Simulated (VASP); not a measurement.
# NaCl in VASP: a series of runs, part 2 of 2

VASP 6.6.1.

### 5 Single point, PBEsol (equal xy, yz and zx engineering shears of +0.5 %)

Contents of INCAR:

```
PREC     = Accurate       # precision mode
ENCUT    = 520            # plane-wave cutoff, eV
EDIFF    = 1E-6           # SCF threshold, eV
ISMEAR   = 0              # smearing method
SIGMA    = 0.01           # smearing width, eV
LREAL    = F              # projectors in reciprocal space
LASPH    = T              # aspherical terms in the spheres
NELM     = 100            # most SCF steps
ALGO     = Normal         # electronic algorithm
ISIF     = 2              # what is computed and relaxed
LWAVE    = F              # write WAVECAR
LCHARG   = T              # write CHGCAR
GGA      = PS             # functional
LELF     = T              # ELF
LVHAR    = T            
NBANDS   = 14             # bands
```

Contents of KPOINTS:

```
Automatic mesh
0
Gamma
  8 8 8
```

Contents of POSCAR:

```
NaCl
1.0
    0.0140047627      2.8079549190      2.8079549190
    2.8079549190      0.0140047627      2.8079549190
    2.8079549190      2.8079549190      0.0140047627
Na Cl
1 1
Direct
    0.0000000000      0.0000000000      0.0000000000
    0.5000000000      0.5000000000      0.5000000000
```

Potentials or basis: VASP PAW PBE potentials, release 64 (Na_pv, Cl).

Launch:

```sh
$ cat potpaw_PBE.64/Na_pv/POTCAR potpaw_PBE.64/Cl/POTCAR > POTCAR
$ mpirun -np 1 vasp_std > vasp.out
```

OUTCAR:

```text
PREC = Accurate
   ENCUT = 520
   EDIFF = 1E-6
   ISMEAR = 0
   LREAL = F
   LASPH = T
   NELM = 100
   ISIF = 2
   GGA = PS

 ion  position               nearest neighbor table
   1  0.000  0.000  0.000-
   2  0.500  0.500  0.500-

  LATTYP: Found a trigonal (rhomboedric) cell.
 ALAT       =     3.9710726243
 COS(alpha) =     0.5049812504

  Lattice vectors:

 A1 = (   0.0140047627,   2.8079549190,   2.8079549190)
 A2 = (   2.8079549190,   0.0140047627,   2.8079549190)
 A3 = (   2.8079549190,   2.8079549190,   0.0140047627)

Analysis of symmetry for initial positions (statically):
=====================================================================
 Subroutine PRICEL returns:
 Original cell was already a primitive cell.

 Routine SETGRP: Setting up the symmetry group for a
 trigonal (rhombohedral) supercell.

 Subroutine GETGRP returns: Found 12 space group operations
 (whereof 12 operations were pure point group operations)
 out of a pool of 12 trial point group operations.

The static configuration has the point symmetry D_3d.

Analysis of symmetry for dynamics (positions and initial velocities):
=====================================================================
 Subroutine PRICEL returns:
 Original cell was already a primitive cell.

 Routine SETGRP: Setting up the symmetry group for a
 trigonal (rhombohedral) supercell.

 Subroutine GETGRP returns: Found 12 space group operations
 (whereof 12 operations were pure point group operations)
 out of a pool of 12 trial point group operations.

The dynamic configuration has the point symmetry D_3d.

 Subroutine INISYM returns: Found 12 space group operations
 (whereof 12 operations are pure point group operations),
 and found     1 'primitive' translations

----------------------------------------------------------------------------------------

                                     Primitive cell

  volume of cell :      43.9480

  direct lattice vectors                    reciprocal lattice vectors
     0.014004763  2.807954919  2.807954919    -0.179403265  0.178512927  0.178512927
     2.807954919  0.014004763  2.807954919     0.178512927 -0.179403265  0.178512927
     2.807954919  2.807954919  0.014004763     0.178512927  0.178512927 -0.179403265

  length of vectors
     3.971072624  3.971072624  3.971072624     0.309708349  0.309708349  0.309708349

  position of ions in fractional coordinates (direct lattice)
     0.000000000  0.000000000  0.000000000
     0.500000000  0.500000000  0.500000000

  ion indices of the primitive-cell ions
   primitive index   ion index
                 1           1
                 2           2

----------------------------------------------------------------------------------------

 KPOINTS: Automatic mesh

Automatic generation of k-mesh.
 Grid dimensions read from file:
 generate k-points for:    8    8    8

 Generating k-lattice:

  Cartesian coordinates                     Fractional coordinates (reciprocal lattice)
    -0.022425408  0.022314116  0.022314116     0.125000000  0.000000000 -0.000000000
     0.022314116 -0.022425408  0.022314116     0.000000000  0.125000000 -0.000000000
     0.022314116  0.022314116 -0.022425408     0.000000000  0.000000000  0.125000000

  Length of vectors
     0.038713544  0.038713544  0.038713544
[... 37 lines left out ...]
   number of dos      NEDOS =    301   number of ions     NIONS =      2
   total plane-waves  NPLWV =  27000
   dimension x,y,z NGX =    30 NGY =   30 NGZ =   30
   dimension x,y,z NGXF=    60 NGYF=   60 NGZF=   60
   ions per type =               1   1
   NGX,Y,Z   is equivalent  to a cutoff of  12.56, 12.56, 12.56 a.u.
   NGXF,Y,Z  is equivalent  to a cutoff of  25.12, 25.12, 25.12 a.u.
 SYSTEM =  unknown system
   PREC   = accura    normal or accurate (medium, high low for compatibility)
   ISTART =      0    job   : 0-new  1-cont  2-samecut
   ICHARG =      2    charge: 1-file 2-atom 10-const
   ISPIN  =      1    spin polarized calculation?
   LNONCOLLINEAR =      F non collinear calculations
   LSORBIT =      F    spin-orbit coupling
   LASPH  =      T    aspherical Exc in radial PAW
   ENCUT  =  520.0 eV  38.22 Ry    6.18 a.u.   7.38  7.38  7.38*2*pi/ulx,y,z
   NELM   =    100;   NELMIN=  2; NELMDL= -5     # of ELM steps
   EDIFF  = 0.1E-05   stopping-criterion for ELM
   LREAL  =      F    real-space projection
   EDIFFG = 0.1E-04   stopping-criterion for IOM
   NSW    =      0    number of steps for IOM
   IBRION =     -1    ionic relax: 0-MD 1-quasi-New 2-CG
   NFREE  =      0    steps in history (QN), initial steepest desc. (CG)
   ISIF   =      2    stress and relaxation
   ISYM   =      2    0-nonsym 1-usesym 2-fastsym
   POTIM  = 0.5000    time-step for ionic-motion
   TEBEG  =    0.0;   TEEND  =   0.0 temperature during run
   PSTRESS=    0.0 pullay stress
   NELECT =      14.0000    total number of electrons
   NUPDOWN=      -1.0000    fix difference up-down
   EMIN   =  10.00;   EMAX   =-10.00  energy-range for DOS
   EFERMI =   0.00;   METHOD = LEGACY
   ISMEAR =     0;   SIGMA  =   0.01  broadening in eV -4-tet -1-fermi 0-gaus
   EFERMI_NEDOS =   21; number of points for ismear=-14 and -15
   IALGO  =     38    algorithm
   IMIX   =      4    mixing-type and parameters
     AMIX     =   0.40;   BMIX     =  1.00
     AMIX_MAG =   1.60;   BMIX_MAG =  1.00
  volume/ion in A,a.u.               =      21.97       148.29
  Fermi-wavevector in a.u.,A,eV,Ry     =   1.118076  2.112856 17.008546  1.250093
  Thomas-Fermi vector in A             =   2.254704
   LORBIT       =      0    0 simple, 1 ext, 2 COOP (PROOUT), +10 PAW based schemes
   GGA     = PS    functional components
   LHFCALC =     F    Hartree Fock is set to
   AEXX    =    0.0000 exact exchange contribution
   IVDW    =     0    specifies the selected vdW correction
   LEPSILON=     F    determine dielectric tensor
   LRPA    =     F    only Hartree local field effects (RPA)
 non-spin polarized calculation
 Gauss-broadening in eV      SIGMA  =   0.01
  energy-cutoff  :      520.00
  volume of cell :       43.95
 maximum number of plane-waves:      1243
 NGX is ok and might be reduce to    30
   NGX = 15   NGY = 15   NGZ = 15

 number of electron      14.0000004 magnetization

 Free energy of the ion-electron system (eV)
  ---------------------------------------------------
  ext. energy  EPLUGINS =         0.00000000
  ---------------------------------------------------
  free energy    TOTEN  =        -6.99816221 eV

  energy without entropy =       -6.99816221  energy(sigma->0) =       -6.99816221

 E-fermi :  -0.5811     XC(G=0):  -8.4235

 val. band max:       -0.6566322931   @ k =   0.0000   0.0000   0.0000
 cond. band min:       4.3402903351   @ k =   0.0000   0.0000   0.0000
 fundamental gap:      4.9969226282
 Fermi energy:        -0.5811241314

 k-point     1 :       0.0000    0.0000    0.0000
  band No.  band energies     occupation
      1     -21.2805      2.00000
      2     -21.2805      2.00000
      3     -21.2795      2.00000
      4     -13.3578      2.00000
      5      -0.6854      2.00000
      6      -0.6566      2.00000
      7      -0.6566      2.00000
      8       4.3403      0.00000
      9      10.2801      0.00000
     10      10.3863      0.00000
     11      10.3863      0.00000
     12      12.5985      0.00000
     13      12.5985      0.00000
     14      14.0043      0.00000
[... 377 lines left out ...]
      1     -21.3011      2.00000
      2     -21.2847      2.00000
      3     -21.2817      2.00000
      4     -13.1055      2.00000
      5      -2.0603      2.00000
      6      -1.0969      2.00000
      7      -0.8337      2.00000
      8       6.4689      0.00000
      9       9.0273      0.00000
     10      10.1337      0.00000
     11      10.8690      0.00000
     12      12.1431      0.00000
     13      13.9354      0.00000
     14      15.7729      0.00000

 [... further k-points ...]

------------------------ aborting loop because EDIFF is reached ----------------------------------------

  FORCE on cell =-STRESS in cart. coord.  units (eV):
  Direction    XX          YY          ZZ          XY          YZ          ZX
  --------------------------------------------------------------------------------------
  -------------------------------------------------------------------------------------
  Total        0.0064206      0.0064206      0.0064206     -0.0166587     -0.0166587     -0.0166587
  in kB        0.2340700      0.2340700      0.2340700     -0.6073115     -0.6073115     -0.6073115
  external PRESSURE =       0.2340700 kB  Pullay stress =       0.0000000 kB

 VOLUME and BASIS-vectors are now :
 -----------------------------------------------------------------------------
  energy-cutoff  :      520.00
  volume of cell :       43.95
      direct lattice vectors                 reciprocal lattice vectors
     0.014004763  2.807954919  2.807954919    -0.179403265  0.178512927  0.178512927
     2.807954919  0.014004763  2.807954919     0.178512927 -0.179403265  0.178512927
     2.807954919  2.807954919  0.014004763     0.178512927  0.178512927 -0.179403265

 POSITION                                       TOTAL-FORCE (eV/Angst)
 -----------------------------------------------------------------------------------
      0.00000      0.00000      0.00000        -0.000000      0.000000     -0.000000
      2.81496      2.81496      2.81496         0.000000     -0.000000      0.000000
 -----------------------------------------------------------------------------------
    total drift:                               -0.000000      0.000000      0.000000

  FREE ENERGIE OF THE ION-ELECTRON SYSTEM (eV)
  ---------------------------------------------------
  free  energy   TOTEN  =        -6.9981622118 eV

  energy  without entropy=       -6.9981622118  energy(sigma->0) =       -6.99816221
```

Run time: 32 s. Hardware: 1 thread of Intel Xeon Platinum 8488C (Sapphire Rapids), shared host; peak memory 0.18 GiB.

Results:

* Free energy: -6.9982 eV
* Pressure: 0.0 GPa
* Band gap on the k mesh: 5.00 eV

Caveat: the cell differs from its parent crystal (equal xy, yz and zx engineering shears of +0.5 %); the PAW data sets were made with another functional, which shifts forces and pressure a little.

### 6 Single point, PBEsol (0.01, 0.01] A)

Contents of INCAR:

```
SYSTEM = NaCl
ALGO     = Normal         ! electronic algorithm
EDIFF    = 1E-6           ! SCF threshold, eV
ENCUT    = 520            ! plane-wave cutoff, eV
GGA      = PS             ! functional
ISIF     = 2              ! what is computed and relaxed
ISMEAR   = 0              ! smearing method
LASPH    = .TRUE.         ! aspherical terms in the spheres
LCHARG   = .TRUE.         ! write CHGCAR
LELF     = .TRUE.         ! ELF
LREAL    = .FALSE.        ! projectors in reciprocal space
LVHAR    = .TRUE.       
LWAVE    = .FALSE.        ! write WAVECAR
NBANDS   = 14             ! bands
NELM     = 80             ! most SCF steps
PREC     = Accurate       ! precision mode
SIGMA    = 0.01           ! smearing width, eV
```

Contents of KPOINTS:

```
k-points
0
G
  8 8 8
  0 0 0
```

Contents of POSCAR:

```
NaCl
1.0
    0.0000000000      2.8009525376      2.8009525376
    2.8009525376      0.0000000000      2.8009525376
    2.8009525376      2.8009525376      0.0000000000
Na Cl
1 1
Direct
    0.0017851070      0.0017851070      0.0017851070
    0.5000000000      0.5000000000      0.5000000000
```

Potentials or basis: VASP PAW PBE potentials, release 64 (Na_pv, Cl).

Launch:

```sh
$ cat potpaw_PBE.64/Na_pv/POTCAR potpaw_PBE.64/Cl/POTCAR > POTCAR
$ mpirun -np 1 vasp_std > vasp.out
```

It took 28 s on 1 thread of Intel Xeon Platinum 8488C (Sapphire Rapids), shared host; peak memory 0.18 GiB.

Results (log left out):

* Free energy: -6.9981 eV
* Pressure: 0.0 GPa
* Largest force: 0.025 eV/Å
* Band gap on the k mesh: 5.01 eV

Forces on the atoms (eV/Å):
```
Na  -0.014 -0.014 -0.014
Cl   0.014  0.014  0.014
```

Levels at points of the mesh, in eV from the valence-band top:
| k point | band 4 | band 5 | band 6 | band 7 | band 8 | band 9 | band 10 | band 11 |
| --- | --- | --- | --- | --- | --- | --- | --- | --- |
| (0.00, 0.00, 0.00) | -12.69 | 0.00 | 0.00 | 0.00 | 5.01 | 11.02 | 11.02 | 11.02 |
| (0.50, 0.00, 0.00) | -12.32 | -2.03 | -0.28 | -0.28 | 7.11 | 10.66 | 10.91 | 10.91 |
| (0.50, 0.50, 0.50) | -12.32 | -2.03 | -0.28 | -0.28 | 7.11 | 10.66 | 10.91 | 10.91 |
| (0.50, 0.50, 0.00) | -12.27 | -1.76 | -0.63 | -0.63 | 7.49 | 7.87 | 11.27 | 14.80 |

Caveat: the cell differs from its parent crystal (0.01, 0.01] A); the PAW data sets were made with another functional, which shifts forces and pressure a little.

### 7 Summary

| cell | gap on the mesh (eV) | pressure (GPa) |
| --- | --- | --- |
| a = 3.951, b = 3.951, c = 3.961 Å, angles 59.9, 59.9, 60.2°, 2 atoms, atomic positions A | 5.02 | 0.2 |
| a = 3.971, b = 3.971, c = 3.961 Å, angles 60.1, 60.1, 59.8°, 2 atoms, atomic positions A | 4.99 | -0.1 |
| a = 3.951 Å, angles 60.3°, 2 atoms, atomic positions A | 4.99 | 0.0 |
| a = 3.971 Å, angles 59.7°, 2 atoms, atomic positions A | 5.00 | 0.0 |
| a = 3.961 Å, angles 60.0°, 2 atoms, atomic positions B | 5.01 | 0.0 |

Alike in all rows: task single point; level PBEsol; potentials or basis VASP PAW PBE potentials, release 64 (Na_pv, Cl); no spin polarisation; k mesh 8 × 8 × 8; cutoff (eV) 520; smearing gaussian 0.01 eV.

Caveats: the PAW data sets were made with another functional, which shifts forces and pressure a little.

Total energies depend on the potentials used, so only differences within one code and one set of settings carry meaning.
